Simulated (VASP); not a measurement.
Here is a VASP 6.6.1 calculation.

INCAR

```
SYSTEM = TaGaGeSe
PREC     = Accurate       ! precision mode
ENCUT    = 600            ! plane-wave cutoff, eV
EDIFF    = 1E-7           ! SCF threshold, eV
ISMEAR   = 0              ! smearing method
SIGMA    = 0.1            ! smearing width, eV
LREAL    = .FALSE.        ! projectors in reciprocal space
LASPH    = .TRUE.         ! aspherical terms in the spheres
NELM     = 60             ! most SCF steps
ALGO     = Normal         ! electronic algorithm
ISIF     = 3              ! what is computed and relaxed
LWAVE    = .FALSE.        ! write WAVECAR
LCHARG   = .FALSE.        ! write CHGCAR
GGA      = PE             ! functional
IBRION   = 2              ! ionic algorithm
NSW      = 90             ! ionic steps
EDIFFG   = -0.04          ! ionic threshold
```

KPOINTS

```
regular mesh
0
G
  4 4 4
  0 0 0
```

File POSCAR:

```
TaGaGeSe
1.0
    3.9475305700      0.0000000000      0.0000000000
    0.0000000000      3.9475305700      0.0000000000
    0.0000000000      0.0000000000      5.5697447700
Ta Ga Ge Se
1 1 1 1
Direct
    0.0000000000      0.0000000000      0.5000000000
    0.5000000000      0.5000000000      0.5000000000
    0.5000000000      0.5000000000      0.0000000000
    0.0000000000      0.0000000000      0.0000000000
```

Potentials or basis: VASP PAW PBE potentials, release 64 (Ta_pv, Ga_d, Ge_d, Se).

Command:

```sh
$ cat potpaw_PBE.64/Ta_pv/POTCAR potpaw_PBE.64/Ga_d/POTCAR potpaw_PBE.64/Ge_d/POTCAR potpaw_PBE.64/Se/POTCAR > POTCAR
$ mpirun -np 1 vasp_std > vasp.out
```

Problem. Estimate the relaxed volume.

Solution. 19.85 Å³/atom.

Problem. What does it give for the relaxed cell?

Solution. a = 3.876 Å, b = 3.876 Å, c = 5.286 Å, α = 90.00°, β = 90.00°, γ = 90.00°.

Problem. What does it give for the band gap on the k mesh?

Solution. Zero (band 22 reaches 7.23 eV, above the bottom of band 23 at 5.23 eV).

Problem. Predict the space group after relaxing (to 0.05 Å).

Solution. P4/mmm (No. 123).

Final structure:
```xyz
4
Lattice="3.8758 0.0000 0.0000 0.0000 3.8758 0.0000 0.0000 0.0000 5.2863" Properties=species:S:1:pos:R:3 pbc="T T T"
Ta    0.0000    0.0000    2.6432
Ga    1.9379    1.9379    2.6432
Ge    1.9379    1.9379    0.0000
Se    0.0000    0.0000    0.0000
```

Caveat: the k points lie up to 0.41 Å⁻¹ apart in the final cell; spin-orbit coupling is left out, which moves the levels of the heavy elements.
